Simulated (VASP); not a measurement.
SiNi3:

```
Ni Si
1.0
     3.54200    0.00000    0.00000
     0.00000    3.54200    0.00000
     0.00000    0.00000    3.54200
Ni Si
3 1
Cartesian
  1.7710 1.7710 0.0000
  1.7710 0.0000 1.7710
  0.0000 1.7710 1.7710
  0.0000 0.0000 0.0000
```

Base run:

```yaml
Program: VASP 6.6.1
Functional: PBEsol
Potentials_or_basis: VASP PAW PBE potentials, release 64 (Ni, Si)
Cutoff: 520 eV
k_mesh: 8 × 8 × 8
Occupations: fermi-dirac, width 0.05 eV
Spin: collinear spin, ferromagnetic start
Starting_moments: "[1.0, 1.0, 1.0, 0.0] μB"
```

Its results: band gap on the k mesh zero (filled and empty bands overlap); pressure -13.9 GPa; net moment 0.00 μB per cell.

The run is repeated on the same cell with these changes: functional from PBEsol to revPBE; further incar settings from ALGO = Normal; EDIFF = 1e-07; NBANDS = 29 to ALGO = Normal; EDIFF = 1e-06; NBANDS = 29. What comes out?

Band gap on the k mesh zero (filled and empty bands overlap); pressure -2.6 GPa; net moment 0.00 μB per cell.

Caveats: the PAW data sets were made with another functional, which shifts forces and pressure a little; the cell stands under tension (at least some runs).
